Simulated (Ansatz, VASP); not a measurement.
# TaAs in VASP and in Ansatz

```
CELL_PARAMETERS angstrom
0.00000 2.63587 2.63587
2.63587 0.00000 2.63587
2.63587 2.63587 0.00000
ATOMIC_POSITIONS crystal
Ta 0.50000 0.50000 0.50000
As 0.00000 0.00000 0.00000
```

Alike in both runs: task single point; functional PBEsol; k mesh 10 × 10 × 10; occupations gaussian, width 0.05 eV; no spin polarisation.

```csv
,VASP,Ansatz
version,VASP 6.6.1,Ansatz 0.2.0
potentials or method,"VASP PAW PBE potentials, release 64 (Ta_pv, As), cutoff 520 eV","scalar-relativistic, plane waves, PAW"
valence electrons in the cell,16,28
```

Ansatz gave:

| Quantity | Value |
| --- | --- |
| gap on the k mesh at the Fermi level (eV) | none |
| pressure (GPa) | -6.1 |

Task: Estimate VASP's values.

Result: gap on the k mesh at the Fermi level (eV): none; pressure (GPa): -5.6.

VASP's potentials were made for PBE, not for PBEsol. A gap of «none» marks a metal or a gap that the smearing closes. VASP's potentials hold 16 valence electrons a cell and Ansatz's 28, so a difference there can come from the potentials and not from the codes.

Spin-orbit coupling is off throughout.
